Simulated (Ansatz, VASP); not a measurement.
**One calculation of Li2ZnO2, two programs**

```
CELL_PARAMETERS angstrom
5.61019 0.00000 0.00000
0.00000 5.61019 0.00000
0.00000 0.00000 2.92383
ATOMIC_POSITIONS crystal
Li 0.63542 0.13542 0.50000
Li 0.36458 0.86458 0.50000
Li 0.13542 0.36458 0.50000
Li 0.86458 0.63542 0.50000
Zn 0.50000 0.50000 0.00000
Zn 0.00000 0.00000 0.00000
O 0.18610 0.68610 0.00000
O 0.81390 0.31390 0.00000
O 0.68610 0.81390 0.00000
O 0.31390 0.18610 0.00000
```

Change from the starting cell: species swapped into the LiNd2Si2 type (P4/mbm, No. 127).

Alike in both runs: functional PBE; k mesh 4 × 4 × 6; occupations gaussian, width 0.1 eV; no spin polarisation.

Ansatz relaxed the structure, and its values are those at the end. VASP's run is a single point on that final structure, the one shown.

|  | VASP | Ansatz |
| --- | --- | --- |
| version | VASP 6.6.1 | Ansatz 0.2.0 |
| potentials or method | VASP PAW PBE potentials, release 64 (Li_sv, Zn, O), cutoff 520 eV | scalar-relativistic, plane waves, PAW |
| valence electrons in the cell | 60 | 60 |

Ansatz gave:

* gap on the k mesh at the Fermi level (eV): 0.06
* least direct gap on the mesh (eV): 0.06
* rms of the force components (eV/Å): 0.004

**Question.** What did VASP give for the same quantities?

**Answer.** gap on the k mesh at the Fermi level (eV): 0.04; least direct gap on the mesh (eV): 0.04; rms of the force components (eV/Å): 0.015.

Noted on VASP's run: the cutoff is under 1.25 times that of the potentials, so the pressure is a little rough.
